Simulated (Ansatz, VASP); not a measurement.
# GaSb: VASP beside Ansatz

```
CELL_PARAMETERS angstrom
0.00000 3.05116 3.06588
3.05116 0.00000 3.06588
3.05116 3.05116 0.00000
ATOMIC_POSITIONS crystal
Ga 0.00000 0.00000 0.00000
Sb 0.25000 0.25000 0.25000
```

Change from the starting cell: biaxial_xy strain -0.5%.

Alike in both runs: task single point; functional r2SCAN; k mesh 8 × 8 × 8; occupations fermi-dirac, width 0.02 eV; no spin polarisation.

|  | VASP | Ansatz |
| --- | --- | --- |
| version | VASP 6.6.1 | Ansatz 0.2.0 |
| potentials or method | VASP PAW PBE potentials, release 64 (Ga_d, Sb_d_GW) | plane waves, PAW |
| plane-wave cutoff (eV) | 550 | 500 |
| valence electrons in the cell | 28 | 28 |

Ansatz gave:

| Property | Result |
| --- | --- |
| pressure (GPa) | 0.5 |
| traceless stress, the component that is largest in VASP (GPa) | -0.16 |

**Question.** Which values does VASP return?

**Answer.** Pressure (GPa): 0.5; traceless stress, the component that is largest in VASP (GPa): -0.17.

VASP's potentials were made for PBE, not for r2SCAN. The functional is the same, so the differences come from potentials, cutoffs and numerics.

Spin-orbit coupling is off throughout.
